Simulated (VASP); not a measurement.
A run of VASP 6.6.1:

The input INCAR:

```
SYSTEM = Fe7Co
PREC = Accurate
ENCUT = 520
EDIFF = 1E-7
ISMEAR = 0
SIGMA = 0.1
LREAL = .FALSE.
LASPH = .TRUE.
NELM = 150
ALGO = Normal
ISIF = 2
LWAVE = .FALSE.
LCHARG = .FALSE.
ISPIN = 2
MAGMOM = 2.64 2.64 2.64 2.78 2.78 2.78 2.78 2
LORBIT = 11
LMAXMIX = 4
GGA = PS
NBANDS = 46
```

KPOINTS

```
regular mesh
0
G
  10 10 10
  0 0 0
```

Contents of POSCAR:

```
Fe7Co
1.0
   -2.7947730941      2.7947730941      2.7947730941
    2.7947730941     -2.7947730941      2.7947730941
    2.7947730941      2.7947730941     -2.7947730941
Fe Co
7 1
Direct
    0.0000000000      0.5000000000      0.5000000000
    0.5000000000      0.5000000000      0.0000000000
    0.5000000000      0.0000000000      0.5000000000
    0.0000000000      0.0000000000      0.5000000000
    0.0000000000      0.5000000000      0.0000000000
    0.5000000000      0.0000000000      0.0000000000
    0.5000000000      0.5000000000      0.5000000000
    0.0000000000      0.0000000000      0.0000000000
```

Potentials or basis: VASP PAW PBE potentials, release 64 (Fe, Co).

The run is started by

```console
$ cat potpaw_PBE.64/Fe/POTCAR potpaw_PBE.64/Co/POTCAR > POTCAR
$ mpirun -np 1 vasp_std > vasp.out
```

Hardware: 1 thread of Intel(R) Xeon(R) Platinum 8488C (Sapphire Rapids) (shared host).

**Question.** Estimate the wall time of this run.

**Answer.** It took 6.3 min on 1 thread of Intel(R) Xeon(R) Platinum 8488C (Sapphire Rapids), on a shared host, peak memory 0.42 GiB. Counts: scf iterations 22, k points 47.
